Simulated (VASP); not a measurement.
Write the native input for VASP 6.6.1 that does the following.

```yaml
Task: single point
Functional: PBE
Potentials_or_basis: VASP PAW PBE potentials, release 64 (Gd, O)
Cutoff: 520 eV
k_mesh: 12 × 12 × 12
Occupations: gaussian, width 0.05 eV
Spin: non-collinear spin, typed start, spin-orbit coupling
Starting_moments: "[[0.0, 0.0, 7.35], [0.0, 0.0, 0.0]] μB"
Dipole_correction: no
Further_INCAR_settings: ALGO = Normal; EDIFF = 1e-07; NBANDS = 36
```

The structure of GdO lies in POSCAR:

```
GdO
1.0
    0.0000000000      2.6897811413      2.6897811413
    2.6897811413      0.0000000000      2.6897811413
    2.6897811413      2.6897811413      0.0000000000
Gd O
1 1
Direct
    0.0000000000      0.0000000000      0.0000000000
    0.2500000000      0.2500000000      0.2500000000
```

The input as run:

INCAR

```
SYSTEM = GdO
PREC = Accurate
ENCUT = 520
EDIFF = 1E-7
ISMEAR = 0
SIGMA = 0.05
LREAL = .False.
LASPH = .True.
NELM = 150
ALGO = Normal
ISIF = 2
LWAVE = .False.
LCHARG = .False.
MAGMOM = 0 0 7.35 0 0 0
LORBIT = 11
LSORBIT = .True.
GGA_COMPAT = .False.
LORBMOM = .True.
LMAXMIX = 6
GGA = PE
NBANDS = 36
```

KPOINTS

```
Automatic mesh
0
Gamma
  12 12 12
  0 0 0
```

Potentials or basis: VASP PAW PBE potentials, release 64 (Gd, O).

Command:

```console
$ cat potpaw_PBE.64/Gd/POTCAR potpaw_PBE.64/O/POTCAR > POTCAR
$ mpirun -np 1 vasp_ncl > vasp.out
```

Results of the run:

The pressure is 0.5 GPa and the net moment is 7.51 μB per cell. The valence electrons inside the program's atomic spheres are Gd 15.25; O 5.00.

Caveat: a cell with one magnetic atom can't hold antiferromagnetic order, which such compounds often take.

Run time: 44 min on 1 thread of Intel(R) Xeon(R) Platinum 8488C (Sapphire Rapids), with other jobs on the host, peak memory 0.97 GiB.
